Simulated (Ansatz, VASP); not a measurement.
## Al6N: VASP beside Ansatz

```
CELL_PARAMETERS angstrom
5.71430 0.00000 0.00000
0.00000 5.71430 0.00000
0.00000 0.00000 22.17502
ATOMIC_POSITIONS crystal
Al 0.25000 0.25000 0.18038
Al 0.25000 0.75000 0.18038
Al 0.75000 0.25000 0.18038
Al 0.75000 0.75000 0.18038
Al 0.00000 0.00000 0.27441
Al 0.00000 0.50000 0.27441
Al 0.50000 0.00000 0.27441
Al 0.50000 0.50000 0.27441
Al 0.25000 0.25000 0.36866
Al 0.25000 0.75000 0.36866
Al 0.75000 0.25000 0.36866
Al 0.75000 0.75000 0.36866
N 0.30759 0.50000 0.40474
N 0.69241 0.50000 0.40474
```

Alike in both runs: task single point; functional PBE; k mesh 5 × 5 × 1; occupations gaussian, width 0.1 eV; no spin polarisation.

|  | VASP | Ansatz |
| --- | --- | --- |
| version | VASP 6.6.1 | Ansatz 0.2.0 |
| potentials or method | VASP PAW PBE potentials, release 64 (Al, N), cutoff 520 eV | scalar-relativistic, plane waves, PAW |
| valence electrons in the cell | 46 | 46 |

|  | VASP | Ansatz | Ansatz less VASP |
| --- | --- | --- | --- |
| gap on the k mesh at the Fermi level (eV) | none | none | - |
| rms of the force components (eV/Å) | 1.533 | 1.517 | -0.0167 |
| work function, face that differs most (eV) | 5.39 | 5.39 | -0.004 |

Atom by atom the forces differ by 0.017 eV/Å (rms over components). A gap of «none» marks a metal or a gap that the smearing closes. Ansatz's warnings: xc potential rough in thin density.
